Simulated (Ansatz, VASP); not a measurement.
AlN in VASP and in Ansatz

```
Al N
1.0
     3.34729    0.00000    0.00000
    -1.67364    2.89884    0.00000
     0.00000    0.00000    4.22768
Al N
2 2
Direct
  0.33333 0.66667 0.25000
  0.66667 0.33333 0.75000
  0.66667 0.33333 0.25000
  0.33333 0.66667 0.75000
```

Alike in both runs: task single point; functional PBE; k mesh 9 × 9 × 6; no spin polarisation.

|  | VASP | Ansatz |
| --- | --- | --- |
| version | VASP 6.6.1 | Ansatz 0.2.0 |
| potentials or method | VASP PAW PBE potentials, release 64 (Al, N) | plane waves, PAW |
| plane-wave cutoff (eV) | 520 | 420 |
| occupations | gaussian, width 0.01 eV | fixed |
| valence electrons in the cell | 16 | 16 |

Ansatz gave:

```
gap on the k mesh at the Fermi level (eV)                     : 3.03
pressure (GPa)                                                : -5.8
traceless stress, the component that is largest in VASP (GPa) : 0.77
```

Problem. Estimate VASP's values.

Solution. gap on the k mesh at the Fermi level (eV): 3.04; pressure (GPa): -6.0; traceless stress, the component that is largest in VASP (GPa): 0.92.
